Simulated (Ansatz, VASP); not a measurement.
Two plane-wave programs on NaF

```xyz
2
Lattice="0.0000 2.3814 2.3233 2.3814 0.0000 2.3233 2.3814 2.3814 0.0000" Properties=species:S:1:pos:R:3 pbc="T T T"
Na    0.0000    0.0000    0.0000
F     2.3814    2.3814    2.3233
```

Change from the starting cell: strain +0.025 along x and y, +0.000 along z, atoms carried along.

Alike in both runs: task single point; functional PBEsol; k mesh 8 × 8 × 8; occupations gaussian, width 0.05 eV; no spin polarisation.

|  | VASP | Ansatz |
| --- | --- | --- |
| version | VASP 6.6.1 | Ansatz 0.2.0 |
| potentials or method | VASP PAW PBE potentials, release 64 (Na_pv, F), cutoff 520 eV | scalar-relativistic, plane waves, PAW |
| valence electrons in the cell | 14 | 16 |

|  | VASP | Ansatz | Ansatz less VASP |
| --- | --- | --- | --- |
| gap on the k mesh at the Fermi level (eV) | 5.87 | 5.89 | +0.019 |
| least direct gap on the mesh (eV) | 5.87 | 5.89 | +0.019 |
| pressure (GPa) | -2.6 | -2.5 | +0.08 |
| traceless stress, the component that is largest in VASP (GPa) | 1.00 | 0.95 | -0.047 |

VASP's potentials were made for PBE, not for PBEsol. VASP's potentials hold 14 valence electrons a cell and Ansatz's 16, so a difference there can come from the potentials and not from the codes.
